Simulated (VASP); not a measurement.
# TiW3 (P6/mmm) in VASP: a series of runs

The runs below take TiW3 through single point, relaxation of cell and atoms, with PBE.

Everything below comes from runs of VASP 6.6.1. Logs are shortened: lines on timing, memory, paths and dates and some standing lists are left out, and cuts for length are marked.

## Step 1: The cell of the first run

It takes space group P6/mmm (No. 191, hexagonal). The conventional cell has a = 4.549 Å, b = 4.549 Å, c = 4.587 Å, α = 90.00°, β = 90.00°, γ = 120.00°. Within 3.0 Å of Ti (site symmetry 6/mmm) lie 8 W at 2.29 to 2.63 Å. Within 3.5 Å of W (site symmetry -6m2) lie 9 W at 2.63 to 3.49 Å and 3 Ti at 2.63 Å. W (site symmetry 6/mmm) has 2 Ti at 2.29 Å within 3.0 Å.

## Step 2: Single point, PBE

File INCAR:

```
PREC = Accurate
ENCUT = 520
EDIFF = 1E-6
ISMEAR = 0
SIGMA = 0.1
LREAL = F
LASPH = T
NELM = 100
ALGO = Fast
ISIF = 2
LWAVE = F
LCHARG = F
GGA = PE
NBANDS = 35
```

File KPOINTS:

```
Automatic mesh
0
Gamma
  6 6 4
```

File POSCAR:

```
TiW3
1.0
    4.5486926185      0.0000000034      0.0000000000
   -2.2743463122      3.9392833599      0.0000000000
    0.0000000000      0.0000000000      4.5868945850
Ti W
1 3
Direct
    0.0000000000      0.0000000000      0.5000000000
    0.3333333333      0.6666666667      0.5000000000
    0.6666666667      0.3333333333      0.5000000000
    0.0000000000      0.0000000000      0.0000000000
```

Potentials or basis: VASP PAW PBE potentials, release 64 (Ti_sv, W_sv).

Launch:

```console
> cat potpaw_PBE.64/Ti_sv/POTCAR potpaw_PBE.64/W_sv/POTCAR > POTCAR
> mpirun -np 1 vasp_std > vasp.out
```

OUTCAR:

```text
PREC = Accurate
   ENCUT = 520
   EDIFF = 1E-6
   ISMEAR = 0
   LREAL = F
   LASPH = T
   NELM = 100
   ISIF = 2
   GGA = PE

 ion  position               nearest neighbor table
   1  0.000  0.000  0.500-   4 2.29   4 2.29   2 2.63   3 2.63   2 2.63   3 2.63   3 2.63   2 2.63

   2  0.333  0.667  0.500-   3 2.63   3 2.63   1 2.63   1 2.63   1 2.63   3 2.63   4 3.49   4 3.49
                             4 3.49   4 3.49   4 3.49   4 3.49
   3  0.667  0.333  0.500-   2 2.63   2 2.63   1 2.63   1 2.63   1 2.63   2 2.63   4 3.49   4 3.49
                             4 3.49   4 3.49   4 3.49   4 3.49
   4  0.000  0.000  0.000-   1 2.29   1 2.29   3 3.49   2 3.49   2 3.49   3 3.49   2 3.49   2 3.49
                             3 3.49   3 3.49   3 3.49   3 3.49   2 3.49   2 3.49

  LATTYP: Found a hexagonal cell.
 ALAT       =     4.5486926185
 C/A-ratio  =     1.0083984498

  Lattice vectors:

 A1 = (   4.5486926185,   0.0000000034,   0.0000000000)
 A2 = (  -2.2743463122,   3.9392833599,   0.0000000000)
 A3 = (   0.0000000000,   0.0000000000,   4.5868945850)

Analysis of symmetry for initial positions (statically):
=====================================================================
 Subroutine PRICEL returns:
 Original cell was already a primitive cell.

 Routine SETGRP: Setting up the symmetry group for a
 hexagonal supercell.

 Subroutine GETGRP returns: Found 24 space group operations
 (whereof 24 operations were pure point group operations)
 out of a pool of 24 trial point group operations.

The static configuration has the point symmetry D_6h.

Analysis of symmetry for dynamics (positions and initial velocities):
=====================================================================
 Subroutine PRICEL returns:
 Original cell was already a primitive cell.

 Routine SETGRP: Setting up the symmetry group for a
 hexagonal supercell.

 Subroutine GETGRP returns: Found 24 space group operations
 (whereof 24 operations were pure point group operations)
 out of a pool of 24 trial point group operations.

The dynamic configuration has the point symmetry D_6h.

 Subroutine INISYM returns: Found 24 space group operations
 (whereof 24 operations are pure point group operations),
 and found     1 'primitive' translations

----------------------------------------------------------------------------------------

                                     Primitive cell

  volume of cell :      82.1907

  direct lattice vectors                    reciprocal lattice vectors
     4.548692618  0.000000003  0.000000000     0.219843389  0.126926640  0.000000000
    -2.274346312  3.939283360  0.000000000    -0.000000000  0.253853279  0.000000000
     0.000000000  0.000000000  4.586894585     0.000000000  0.000000000  0.218012422

  length of vectors
     4.548692618  4.548692618  4.586894585     0.253853279  0.253853279  0.218012422

  position of ions in fractional coordinates (direct lattice)
     0.000000000  0.000000000  0.500000000
     0.333333333  0.666666667  0.500000000
     0.666666667  0.333333333  0.500000000
     0.000000000  0.000000000  0.000000000

  ion indices of the primitive-cell ions
   primitive index   ion index
                 1           1
                 2           2
                 3           3
                 4           4

----------------------------------------------------------------------------------------

 KPOINTS: Automatic mesh

Automatic generation of k-mesh.
 Grid dimensions read from file:
 generate k-points for:    6    6    4

 Generating k-lattice:

  Cartesian coordinates                     Fractional coordinates (reciprocal lattice)
     0.036640565  0.021154440  0.000000000     0.166666667  0.000000000  0.000000000
    -0.000000000  0.042308880  0.000000000     0.000000000  0.166666667  0.000000000
     0.000000000  0.000000000  0.054503106     0.000000000  0.000000000  0.250000000

  Length of vectors
     0.042308880  0.042308880  0.054503106

  Shift w.r.t. Gamma in fractional coordinates (k-lattice)
     0.000000000  0.000000000  0.000000000

 Subroutine IBZKPT returns following result:
 ===========================================

 Found     21 irreducible k-points:

 Following reciprocal coordinates:
            Coordinates               Weight
  0.000000  0.000000  0.000000      1.000000
  0.166667 -0.000000  0.000000      6.000000
  0.333333 -0.000000  0.000000      6.000000
  0.500000 -0.000000  0.000000      3.000000
  0.166667  0.166667  0.000000      6.000000
  0.333333  0.166667  0.000000     12.000000
[... 13 lines left out ...]
  0.333333  0.166667  0.500000     12.000000
  0.333333  0.333333  0.500000      2.000000
   k-points           NKPTS =     21   k-points in BZ     NKDIM =     21   number of bands    NBANDS=     35
   number of dos      NEDOS =    301   number of ions     NIONS =      4
   total plane-waves  NPLWV =  46656
   dimension x,y,z NGX =    36 NGY =   36 NGZ =   36
   dimension x,y,z NGXF=    72 NGYF=   72 NGZF=   72
   ions per type =               1   3
   NGX,Y,Z   is equivalent  to a cutoff of  13.16, 13.16, 13.05 a.u.
   NGXF,Y,Z  is equivalent  to a cutoff of  26.31, 26.31, 26.10 a.u.
 SYSTEM =  unknown system
   PREC   = accura    normal or accurate (medium, high low for compatibility)
   ISTART =      0    job   : 0-new  1-cont  2-samecut
   ICHARG =      2    charge: 1-file 2-atom 10-const
   ISPIN  =      1    spin polarized calculation?
   LNONCOLLINEAR =      F non collinear calculations
   LSORBIT =      F    spin-orbit coupling
   LASPH  =      T    aspherical Exc in radial PAW
   ENCUT  =  520.0 eV  38.22 Ry    6.18 a.u.   8.46  8.46  8.53*2*pi/ulx,y,z
   NELM   =    100;   NELMIN=  2; NELMDL= -5     # of ELM steps
   EDIFF  = 0.1E-05   stopping-criterion for ELM
   LREAL  =      F    real-space projection
   EDIFFG = 0.1E-04   stopping-criterion for IOM
   NSW    =      0    number of steps for IOM
   IBRION =     -1    ionic relax: 0-MD 1-quasi-New 2-CG
   NFREE  =      0    steps in history (QN), initial steepest desc. (CG)
   ISIF   =      2    stress and relaxation
   ISYM   =      2    0-nonsym 1-usesym 2-fastsym
   POTIM  = 0.5000    time-step for ionic-motion
   TEBEG  =    0.0;   TEEND  =   0.0 temperature during run
   PSTRESS=    0.0 pullay stress
   NELECT =      54.0000    total number of electrons
   NUPDOWN=      -1.0000    fix difference up-down
   EMIN   =  10.00;   EMAX   =-10.00  energy-range for DOS
   EFERMI =   0.00;   METHOD = LEGACY
   ISMEAR =     0;   SIGMA  =   0.10  broadening in eV -4-tet -1-fermi 0-gaus
   EFERMI_NEDOS =   21; number of points for ismear=-14 and -15
   IALGO  =     68    algorithm
   IMIX   =      4    mixing-type and parameters
     AMIX     =   0.40;   BMIX     =  1.00
     AMIX_MAG =   1.60;   BMIX_MAG =  1.00
  volume/ion in A,a.u.               =      20.55       138.66
  Fermi-wavevector in a.u.,A,eV,Ry     =   1.423198  2.689454 27.558487  2.025492
  Thomas-Fermi vector in A             =   2.543821
   LORBIT       =      0    0 simple, 1 ext, 2 COOP (PROOUT), +10 PAW based schemes
   GGA     = PE    functional components
   LHFCALC =     F    Hartree Fock is set to
   AEXX    =    0.0000 exact exchange contribution
   IVDW    =     0    specifies the selected vdW correction
   LEPSILON=     F    determine dielectric tensor
   LRPA    =     F    only Hartree local field effects (RPA)
 non-spin polarized calculation
 RMM-DIIS sequential band-by-band and
 Gauss-broadening in eV      SIGMA  =   0.10
  energy-cutoff  :      520.00
  volume of cell :       82.19
 maximum number of plane-waves:      2250
 NGX is ok and might be reduce to    36
   NGX = 17   NGY = 17   NGZ = 17

 number of electron      53.9999998 magnetization

 Free energy of the ion-electron system (eV)
  ---------------------------------------------------
  ext. energy  EPLUGINS =         0.00000000
  ---------------------------------------------------
  free energy    TOTEN  =       -38.69406218 eV

  energy without entropy =      -38.66838391  energy(sigma->0) =      -38.68122304

 E-fermi :   7.0920     XC(G=0): -11.5406

 val. band max:        7.0629657709   @ k =   0.3333   0.3333   0.5000
 cond. band min:       7.0981766797   @ k =   0.3333   0.3333   0.2500
 fundamental gap:      0.0352109088
 Fermi energy:         7.0920227582

 k-point     1 :       0.0000    0.0000    0.0000
  band No.  band energies     occupation
      1     -67.0874      2.00000
      2     -66.7208      2.00000
      3     -66.5737      2.00000
      4     -48.6618      2.00000
      5     -31.6706      2.00000
      6     -31.2362      2.00000
[... 27 lines left out ...]
     34      10.1230      0.00000
     35      10.1246      0.00000

 k-point     2 :       0.1667   -0.0000    0.0000
  band No.  band energies     occupation
      1     -67.0874      2.00000
      2     -66.7122      2.00000
      3     -66.5825      2.00000
      4     -48.6626      2.00000
      5     -31.6680      2.00000
      6     -31.2846      2.00000
[... 27 lines left out ...]
     34      10.0462      0.00000
     35      10.4921      0.00000

 k-point     3 :       0.3333   -0.0000    0.0000
  band No.  band energies     occupation
      1     -67.0873      2.00000
      2     -66.6900      2.00000
      3     -66.6050      2.00000
      4     -48.6642      2.00000
      5     -31.6630      2.00000
      6     -31.3421      2.00000
[... 27 lines left out ...]
     34       9.8205      0.00000
     35      10.0004      0.00000
[... 609 lines left out ...]
 k-point    20 :       0.3333    0.1667    0.5000
  band No.  band energies     occupation
      1     -67.0872      2.00000
      2     -66.6721      2.00000
      3     -66.6230      2.00000
      4     -48.6804      2.00000
      5     -31.3790      2.00000
      6     -31.3209      2.00000
[... 27 lines left out ...]
     34       9.6734      0.00000
     35      10.3455      0.00000

 k-point    21 :       0.3333    0.3333    0.5000
  band No.  band energies     occupation
      1     -67.0872      2.00000
      2     -66.6476      2.00000
      3     -66.6476      2.00000
      4     -48.6808      2.00000
      5     -31.3863      2.00000
      6     -31.3136      2.00000
[... 27 lines left out ...]
     34      10.0417      0.00000
     35      10.2121      0.00000

------------------------ aborting loop because EDIFF is reached ----------------------------------------

  FORCE on cell =-STRESS in cart. coord.  units (eV):
  Direction    XX          YY          ZZ          XY          YZ          ZX
  --------------------------------------------------------------------------------------
  -------------------------------------------------------------------------------------
  Total        0.1682806      0.1682806      0.3292311     -0.0000000      0.0000000      0.0000000
  in kB        3.2803650      3.2803650      6.4178406     -0.0000000      0.0000000      0.0000000
  external PRESSURE =       4.3261902 kB  Pullay stress =       0.0000000 kB

 VOLUME and BASIS-vectors are now :
 -----------------------------------------------------------------------------
  energy-cutoff  :      520.00
  volume of cell :       82.19
      direct lattice vectors                 reciprocal lattice vectors
     4.548692618  0.000000003  0.000000000     0.219843389  0.126926640  0.000000000
    -2.274346312  3.939283360  0.000000000    -0.000000000  0.253853279  0.000000000
     0.000000000  0.000000000  4.586894585     0.000000000  0.000000000  0.218012422

 POSITION                                       TOTAL-FORCE (eV/Angst)
 -----------------------------------------------------------------------------------
      0.00000      0.00000      2.29345        -0.000000      0.000000      0.000000
     -0.00000      2.62619      2.29345         0.000000     -0.000000      0.000000
      2.27435      1.31309      2.29345        -0.000000      0.000000      0.000000
      0.00000      0.00000      0.00000        -0.000000      0.000000      0.000000
 -----------------------------------------------------------------------------------
    total drift:                                0.000000     -0.000000     -0.000000

  FREE ENERGIE OF THE ION-ELECTRON SYSTEM (eV)
  ---------------------------------------------------
  free  energy   TOTEN  =       -38.6940621776 eV

  energy  without entropy=      -38.6683839081  energy(sigma->0) =      -38.68122304
```

Run time: 3 min. Hardware: 1 thread of Intel Xeon 6975P-C, shared host; peak memory 0.23 GiB.

Results:

```
Free energy            : -38.6941 eV
Pressure               : 0.4 GPa
Band gap on the k mesh : zero (band 27 reaches 7.73 eV, above the bottom of band 28 at 6.85 eV)
```

Caveat: spin-orbit coupling is left out, which moves the levels of the heavy elements.

(Part 1 of 2 ends here.)
